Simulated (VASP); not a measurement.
# Ag16Br in VASP: notebook

Runs on Ag16Br. Level: PBEsol. Tasks: single point.

Everything below comes from runs of VASP 6.6.1. Logs are shortened: lines on timing, memory, paths and dates and some standing lists are left out, and cuts for length are marked.

## Step 1: The cell of the first run

The cell holds a slab with vacuum, 17 atoms: a = 8.180 Å, b = 5.784 Å, c = 16.338 Å, α = 90.00°, β = 90.00°, γ = 90.00°.

## Step 2: Single point, PBEsol

INCAR

```
SYSTEM = Ag16Br
PREC = Accurate ; ENCUT = 520
EDIFF = 1E-7 ; ISMEAR = 0
SIGMA = 0.1 ; LREAL = Auto
LASPH = .TRUE. ; NELM = 60
ALGO = Normal ; ISIF = 2
LWAVE = .FALSE. ; LCHARG = .FALSE.
GGA = PS ; NBANDS = 106
```

KPOINTS

```
regular mesh
0
G
  2 3 1
  0 0 0
```

POSCAR

```
Ag16Br
1.0
    8.1800000000      0.0000000000      0.0000000000
    0.0000000000      5.7841330000      0.0000000000
    0.0000000000      0.0000000000     16.3381000000
Ag Br
16 1
Direct
    0.2500000000      0.2499999568      0.0612066275
    0.7500000000      0.2499999568      0.0612066275
    0.2500000000      0.7500000432      0.0612066275
    0.7500000000      0.7500000432      0.0612066275
    0.0015819071     -0.0010992140      0.1399083737
    0.4984191932     -0.0010995598      0.1399086185
    0.0025877751      0.4997314204      0.1383601520
    0.4974134474      0.4997314204      0.1383604581
    0.2500025672      0.2448626268      0.2376383423
    0.7500014670      0.2537929194      0.2301512416
    0.2500018337      0.7566328437      0.2362029857
    0.7500020782      0.7454079981      0.2291541856
   -0.0058050122      0.0020008184      0.3141621119
    0.5058090465      0.0020022015      0.3141622955
   -0.0005640587      0.5015686880      0.3091239495
    0.5005687042      0.5015707626      0.3091240107
    0.7499987775      0.9094261837      0.4177807089
```

Potentials or basis: VASP PAW PBE potentials, release 64 (Ag, Br).

Run with:

```console
$ cat potpaw_PBE.64/Ag/POTCAR potpaw_PBE.64/Br/POTCAR > POTCAR
$ mpirun -np 1 vasp_std > vasp.out
```

OUTCAR:

```text
SYSTEM = Ag16Br
   PREC = Accurate
   ENCUT = 520
   EDIFF = 1E-7
   ISMEAR = 0
   LREAL = Auto
   LASPH = .TRUE.
   NELM = 60
   ISIF = 2
   GGA = PS

 ion  position               nearest neighbor table
   1  0.250  0.250  0.061-   7 2.79   8 2.79   5 2.81   6 2.81   9 2.88   3 2.89   3 2.89
   2  0.750  0.250  0.061-  10 2.76   8 2.82   7 2.82   6 2.83   5 2.83   4 2.89   4 2.89
   3  0.250  0.750  0.061-   7 2.79   8 2.79   5 2.80   6 2.80  11 2.86   1 2.89   1 2.89
   4  0.750  0.750  0.061-  12 2.74   8 2.82   7 2.82   6 2.82   5 2.82   2 2.89   2 2.89
   5  0.002  0.999  0.140-   3 2.80   1 2.81   4 2.82   2 2.83  13 2.85   7 2.89   7 2.90  12 2.92
                            11 2.93  10 2.93   9 2.95
   6  0.498  0.999  0.140-   3 2.80   1 2.81   4 2.82   2 2.83  14 2.85   8 2.89   8 2.90  12 2.92
                            11 2.93  10 2.93   9 2.95
   7  0.003  0.500  0.138-   1 2.79   3 2.79  15 2.79   2 2.82   4 2.82   5 2.89   5 2.90  12 2.91
                            10 2.92  11 2.98   9 2.98
   8  0.497  0.500  0.138-   1 2.79   3 2.79  16 2.79   2 2.82   4 2.82   6 2.89   6 2.90  12 2.91
                            10 2.92  11 2.98   9 2.98
   9  0.250  0.245  0.238-  15 2.79  16 2.79  14 2.81  13 2.81  11 2.82   1 2.88   6 2.95   5 2.95
                            11 2.96   8 2.98   7 2.98
  10  0.750  0.254  0.230-   2 2.76  16 2.81  15 2.81  14 2.83  13 2.83  12 2.84   7 2.92   8 2.92
                             5 2.93   6 2.93  12 2.94
  11  0.250  0.757  0.236-  16 2.79  15 2.79   9 2.82  13 2.83  14 2.83   3 2.86   6 2.93   5 2.93
                             9 2.96   8 2.98   7 2.98
  12  0.750  0.745  0.229-   4 2.74  16 2.80  15 2.80  10 2.84  13 2.85  14 2.85   7 2.91   8 2.91
                             5 2.92   6 2.92  10 2.94
  13  0.994  0.002  0.314-  17 2.67   9 2.81  10 2.83  11 2.83   5 2.85  12 2.85  15 2.89  15 2.90

  14  0.506  0.002  0.314-  17 2.67   9 2.81  10 2.83  11 2.83   6 2.85  12 2.85  16 2.89  16 2.90

  15  0.999  0.502  0.309-   9 2.79   7 2.79  11 2.79  12 2.80  10 2.81  13 2.89  13 2.90
  16  0.501  0.502  0.309-   9 2.79   8 2.79  11 2.79  12 2.80  10 2.81  14 2.89  14 2.90
  17  0.750  0.909  0.418-  14 2.67  13 2.67

  LATTYP: Found a simple orthorhombic cell.
 ALAT       =     5.7841330000
 B/A-ratio  =     1.4142136773
 C/A-ratio  =     2.8246411346

  Lattice vectors:

 A1 = (   0.0000000000,  -5.7841330000,   0.0000000000)
 A2 = (   8.1800000000,   0.0000000000,   0.0000000000)
 A3 = (   0.0000000000,   0.0000000000,  16.3381000000)

Analysis of symmetry for initial positions (statically):
=====================================================================
 Subroutine PRICEL returns:
 Original cell was already a primitive cell.

 Routine SETGRP: Setting up the symmetry group for a
 simple orthorhombic supercell.

 Subroutine GETGRP returns: Found  2 space group operations
 (whereof  1 operations were pure point group operations)
 out of a pool of  8 trial point group operations.

The static configuration has the point symmetry C_1 .
 The point group associated with its full space group is C_1h.

Analysis of symmetry for dynamics (positions and initial velocities):
=====================================================================
 Subroutine PRICEL returns:
 Original cell was already a primitive cell.

 Routine SETGRP: Setting up the symmetry group for a
 simple orthorhombic supercell.

 Subroutine GETGRP returns: Found  2 space group operations
 (whereof  1 operations were pure point group operations)
 out of a pool of  8 trial point group operations.

The dynamic configuration has the point symmetry C_1 .
 The point group associated with its full space group is C_1h.

 Subroutine INISYM returns: Found  2 space group operations
 (whereof  1 operations are pure point group operations),
 and found     1 'primitive' translations

----------------------------------------------------------------------------------------

                                     Primitive cell

  volume of cell :     773.0243

  direct lattice vectors                    reciprocal lattice vectors
     8.180000000  0.000000000  0.000000000     0.122249389  0.000000000  0.000000000
     0.000000000  5.784133000  0.000000000     0.000000000  0.172886758  0.000000000
     0.000000000  0.000000000 16.338100000     0.000000000  0.000000000  0.061206627

  length of vectors
     8.180000000  5.784133000 16.338100000     0.122249389  0.172886758  0.061206627

  position of ions in fractional coordinates (direct lattice)
     0.250000000  0.249999957  0.061206627
     0.750000000  0.249999957  0.061206627
     0.250000000  0.750000043  0.061206627
     0.750000000  0.750000043  0.061206627
     0.001581907  0.998900786  0.139908374
     0.498419193  0.998900440  0.139908619
[... 9 lines left out ...]
     0.500568704  0.501570763  0.309124011
     0.749998777  0.909426184  0.417780709

  ion indices of the primitive-cell ions
   primitive index   ion index
                 1           1
                 2           2
                 3           3
                 4           4
                 5           5
                 6           6
[... 9 lines left out ...]
                16          16
                17          17

----------------------------------------------------------------------------------------

 KPOINTS: regular mesh

Automatic generation of k-mesh.
 Grid dimensions read from file:
 generate k-points for:    2    3    1

 Generating k-lattice:

  Cartesian coordinates                     Fractional coordinates (reciprocal lattice)
     0.061124694  0.000000000  0.000000000     0.500000000  0.000000000  0.000000000
     0.000000000  0.057628919  0.000000000     0.000000000  0.333333333  0.000000000
     0.000000000  0.000000000  0.061206627     0.000000000  0.000000000  1.000000000

  Length of vectors
     0.061124694  0.057628919  0.061206627

  Shift w.r.t. Gamma in fractional coordinates (k-lattice)
     0.000000000  0.000000000  0.000000000

 Subroutine IBZKPT returns following result:
 ===========================================

 Found      4 irreducible k-points:

 Following reciprocal coordinates:
            Coordinates               Weight
  0.000000  0.000000  0.000000      1.000000
  0.500000  0.000000  0.000000      1.000000
  0.000000  0.333333  0.000000      2.000000
  0.500000  0.333333  0.000000      2.000000
   k-points           NKPTS =      4   k-points in BZ     NKDIM =      4   number of bands    NBANDS=    106
   number of dos      NEDOS =    301   number of ions     NIONS =     17
   total plane-waves  NPLWV = 387072
   dimension x,y,z NGX =    64 NGY =   48 NGZ =  126
   dimension x,y,z NGXF=   128 NGYF=   96 NGZF=  252
   ions per type =              16   1
   NGX,Y,Z   is equivalent  to a cutoff of  13.01, 13.80, 12.82 a.u.
   NGXF,Y,Z  is equivalent  to a cutoff of  26.01, 27.59, 25.64 a.u.
 SYSTEM =  Ag16Br
   PREC   = accura    normal or accurate (medium, high low for compatibility)
   ISTART =      0    job   : 0-new  1-cont  2-samecut
   ICHARG =      2    charge: 1-file 2-atom 10-const
   ISPIN  =      1    spin polarized calculation?
   LNONCOLLINEAR =      F non collinear calculations
   LSORBIT =      F    spin-orbit coupling
   LASPH  =      T    aspherical Exc in radial PAW
   ENCUT  =  520.0 eV  38.22 Ry    6.18 a.u.  15.21 10.75 30.38*2*pi/ulx,y,z
   NELM   =     60;   NELMIN=  2; NELMDL= -5     # of ELM steps
   EDIFF  = 0.1E-06   stopping-criterion for ELM
   LREAL  =      T    real-space projection
   EDIFFG = 0.1E-05   stopping-criterion for IOM
   NSW    =      0    number of steps for IOM
   IBRION =     -1    ionic relax: 0-MD 1-quasi-New 2-CG
   NFREE  =      0    steps in history (QN), initial steepest desc. (CG)
   ISIF   =      2    stress and relaxation
   ISYM   =      2    0-nonsym 1-usesym 2-fastsym
   POTIM  = 0.5000    time-step for ionic-motion
   TEBEG  =    0.0;   TEEND  =   0.0 temperature during run
   PSTRESS=    0.0 pullay stress
   NELECT =     183.0000    total number of electrons
   NUPDOWN=      -1.0000    fix difference up-down
   EMIN   =  10.00;   EMAX   =-10.00  energy-range for DOS
   EFERMI =   0.00;   METHOD = LEGACY
   ISMEAR =     0;   SIGMA  =   0.10  broadening in eV -4-tet -1-fermi 0-gaus
   EFERMI_NEDOS =   21; number of points for ismear=-14 and -15
   IALGO  =     38    algorithm
   IMIX   =      4    mixing-type and parameters
     AMIX     =   0.40;   BMIX     =  1.00
     AMIX_MAG =   1.60;   BMIX_MAG =  1.00
  volume/ion in A,a.u.               =      45.47       306.86
  Fermi-wavevector in a.u.,A,eV,Ry     =   1.012731  1.913784 13.954466  1.025624
  Thomas-Fermi vector in A             =   2.145858
   LORBIT       =      0    0 simple, 1 ext, 2 COOP (PROOUT), +10 PAW based schemes
   GGA     = PS    functional components
   LHFCALC =     F    Hartree Fock is set to
   AEXX    =    0.0000 exact exchange contribution
   IVDW    =     0    specifies the selected vdW correction
   LEPSILON=     F    determine dielectric tensor
   LRPA    =     F    only Hartree local field effects (RPA)
 non-spin polarized calculation
 Gauss-broadening in eV      SIGMA  =   0.10
  energy-cutoff  :      520.00
  volume of cell :      773.02
 maximum number of plane-waves:     20862
 NGX is ok and might be reduce to    64
   NGX = 31   NGY = 21   NGZ = 61

 number of electron     182.9999985 magnetization

 Free energy of the ion-electron system (eV)
  ---------------------------------------------------
  ext. energy  EPLUGINS =         0.00000000
  ---------------------------------------------------
  free energy    TOTEN  =       -48.90006822 eV

  energy without entropy =      -48.85123324  energy(sigma->0) =      -48.87565073

 E-fermi :   0.3436     XC(G=0):  -5.6878

 val. band max:        0.3028765490   @ k =   0.5000   0.0000   0.0000
 cond. band min:       0.3467497477   @ k =   0.5000   0.0000   0.0000
 fundamental gap:      0.0438731986
 Fermi energy:         0.3436250808

 k-point     1 :       0.0000    0.0000    0.0000
  band No.  band energies     occupation
      1     -14.6872      2.00000
      2      -6.7685      2.00000
      3      -5.9171      2.00000
      4      -5.8871      2.00000
      5      -5.8658      2.00000
      6      -5.8069      2.00000
[... 95 lines left out ...]
    102       3.9167      0.00000
    103       4.0608      0.00000

 k-point     2 :       0.5000    0.0000    0.0000
  band No.  band energies     occupation
      1     -14.6870      2.00000
      2      -6.3400      2.00000
      3      -6.2914      2.00000
      4      -5.7896      2.00000
      5      -5.7696      2.00000
      6      -5.6723      2.00000
[... 95 lines left out ...]
    102       2.9557      0.00000
    103       3.2760      0.00000

 k-point     3 :       0.0000    0.3333    0.0000
  band No.  band energies     occupation
      1     -14.6851      2.00000
      2      -6.2723      2.00000
      3      -5.7391      2.00000
      4      -5.6180      2.00000
      5      -5.5944      2.00000
      6      -5.5419      2.00000
[... 95 lines left out ...]
    102       4.0115      0.00000
    103       4.2322      0.00000

 k-point     4 :       0.5000    0.3333    0.0000
  band No.  band energies     occupation
      1     -14.6849      2.00000
      2      -5.9027      2.00000
      3      -5.8539      2.00000
      4      -5.5862      2.00000
      5      -5.5506      2.00000
      6      -5.4639      2.00000
[... 95 lines left out ...]
    102       3.5637      0.00000
    103       3.9705      0.00000
 [bands above 103 left out]

------------------------ aborting loop because EDIFF is reached ----------------------------------------

  FORCE on cell =-STRESS in cart. coord.  units (eV):
  Direction    XX          YY          ZZ          XY          YZ          ZX
  --------------------------------------------------------------------------------------
  -------------------------------------------------------------------------------------
  Total       -7.1755491     -7.9200406     -0.3558485      0.0000000      0.0361820      0.0000000
  in kB      -14.8721103    -16.4151504     -0.7375349      0.0000000      0.0749911      0.0000000
  external PRESSURE =     -10.6749318 kB  Pullay stress =       0.0000000 kB

 VOLUME and BASIS-vectors are now :
 -----------------------------------------------------------------------------
  energy-cutoff  :      520.00
  volume of cell :      773.02
      direct lattice vectors                 reciprocal lattice vectors
     8.180000000  0.000000000  0.000000000     0.122249389  0.000000000  0.000000000
     0.000000000  5.784133000  0.000000000     0.000000000  0.172886758  0.000000000
     0.000000000  0.000000000 16.338100000     0.000000000  0.000000000  0.061206627

 POSITION                                       TOTAL-FORCE (eV/Angst)
 -----------------------------------------------------------------------------------
      2.04500      1.44603      1.00000         0.000000     -0.087156      0.069181
      6.13500      1.44603      1.00000         0.000000     -0.095656     -0.057701
      2.04500      4.33810      1.00000         0.000000      0.084071      0.066072
      6.13500      4.33810      1.00000         0.000000      0.088594     -0.047677
      0.01294      5.77778      2.28584        -0.004247     -0.000983      0.002157
      4.07707      5.77777      2.28584         0.004247     -0.000983      0.002157
[... 9 lines left out ...]
      4.09465      2.90115      5.05050        -0.001489     -0.001527     -0.009316
      6.13499      5.26024      6.82574         0.000000      0.000453      0.003236
 -----------------------------------------------------------------------------------
    total drift:                               -0.089607      0.002142     -0.003078

  FREE ENERGIE OF THE ION-ELECTRON SYSTEM (eV)
  ---------------------------------------------------
  free  energy   TOTEN  =       -48.9000682152 eV

  energy  without entropy=      -48.8512332444  energy(sigma->0) =      -48.87565073
```

Wall time 13 min (1 thread of Intel Xeon Platinum 8259CL at 2.50GHz (Skylake/Cascade Lake), shared host); peak memory 0.84 GiB.

What came out:

| Item | Value |
| --- | --- |
| Free energy | -48.9001 eV |
| Largest force | 0.112 eV/Å |
| Band gap on the k mesh | zero (an odd number of electrons rules out a gap without spin polarisation) |

Forces in eV/Å, atoms in the order of the input:
```
Ag   0.000 -0.087  0.069
Ag   0.000 -0.096 -0.058
Ag   0.000  0.084  0.066
Ag   0.000  0.089 -0.048
Ag  -0.004 -0.001  0.002
Ag   0.004 -0.001  0.002
Ag  -0.006  0.001  0.002
Ag   0.006  0.001  0.002
Ag   0.000 -0.003 -0.002
Ag   0.000  0.002 -0.002
Ag   0.000  0.000 -0.001
Ag   0.000  0.000 -0.003
Ag   0.002  0.007 -0.007
Ag  -0.002  0.007 -0.007
Ag   0.001 -0.002 -0.009
Ag  -0.001 -0.002 -0.009
Br   0.000  0.000  0.003
```

Caveat: the k points lie up to 0.38 Å⁻¹ apart, too coarse for converged energies and pressures of a metal; there is no dipole correction, which matters where the two faces differ; the PAW data sets were made with another functional, which shifts forces and pressure a little; an odd number of electrons without spin polarisation forces a metal; a magnetic or distorted state may lie lower.

(Part 1 of 2 ends here.)

The gap in the log of VASP goes by the Fermi energy; the results here count the filled bands.